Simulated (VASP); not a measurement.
Set up this calculation in VASP 6.6.1, as the native input.

```yaml
Task: single point
Functional: r2SCAN
Potentials_or_basis: VASP PAW PBE potentials, release 64 (Zn, Sn_d, N)
Cutoff: 520 eV
k_mesh: 10 × 10 × 10
Occupations: gaussian, width 0.01 eV
Spin: no spin polarisation
Dipole_correction: no
Further_INCAR_settings: ALGO = Normal; EDIFF = 1e-06; NBANDS = 26
```

ZnSnN2:

```
Zn Sn N
1.0
     1.56785    0.90520    5.17441
    -1.56785    0.90520    5.17441
     0.00000   -1.81040    5.17441
Zn Sn N
1 1 2
Direct
  0.00000 0.00000 0.00000
  0.50000 0.50000 0.50000
  0.24657 0.24657 0.24657
  0.75343 0.75343 0.75343
```

This cell differs from its parent crystal: epitaxial xy strain -1.0%.

These files were run (other wordings do the same):

POSCAR

```
ZnSnN2
1.0
    1.5678503005      0.9051987929      5.1744074725
   -1.5678503005      0.9051987929      5.1744074725
    0.0000000000     -1.8103975862      5.1744074724
Zn Sn N
1 1 2
Direct
    1.0000000000      0.0000000000      0.0000000000
    0.5000000000      0.5000000000      0.5000000000
    0.2465738020      0.2465738020      0.2465738020
    0.7534261980      0.7534261980      0.7534261980
```

INCAR.step1

```
PREC = Accurate ; ENCUT = 520
ISMEAR = 0 ; SIGMA = 0.01
LREAL = F ; LASPH = T
NELM = 80 ; NBANDS = 26
GGA = PE ; ALGO = Normal
EDIFF = 1E-4 ; LWAVE = T
LCHARG = F
```

INCAR.step2

```
PREC = Accurate ; ENCUT = 520
EDIFF = 1E-6 ; ISMEAR = 0
SIGMA = 0.01 ; LREAL = F
LASPH = T ; NELM = 80
ALGO = Normal ; ISIF = 2
LWAVE = F ; LCHARG = F
METAGGA = R2SCAN ; LMIXTAU = T
NBANDS = 26 ; ISTART = 1
```

KPOINTS

```
Automatic mesh
0
Gamma
  10 10 10
```

Potentials or basis: VASP PAW PBE potentials, release 64 (Zn, Sn_d, N).

Run with:

```bash
$ cat potpaw_PBE.64/Zn/POTCAR potpaw_PBE.64/Sn_d/POTCAR potpaw_PBE.64/N/POTCAR > POTCAR
$ cp INCAR.step1 INCAR
$ mpirun -np 1 vasp_std > vasp.out
$ cp INCAR.step2 INCAR
$ mpirun -np 1 vasp_std > vasp.out
```

It gave:

```yaml
Pressure: 4.2 GPa
Largest_force: 0.020 eV/Å
Band_gap_on_the_k_mesh: 1.39 eV (least direct gap 1.43 eV)
```

Caveat: the cell differs from its parent crystal (epitaxial xy strain -1.0%); the stress differs along the axes, from 1 to 6 GPa; the PAW data sets were made with another functional, which shifts forces and pressure a little; spin-orbit coupling is left out, which moves the levels of the heavy elements.

Run time: 9.6 min on 1 thread of Intel(R) Xeon(R) 6975P-C (Granite Rapids), with other jobs on the host, peak memory 0.36 GiB.
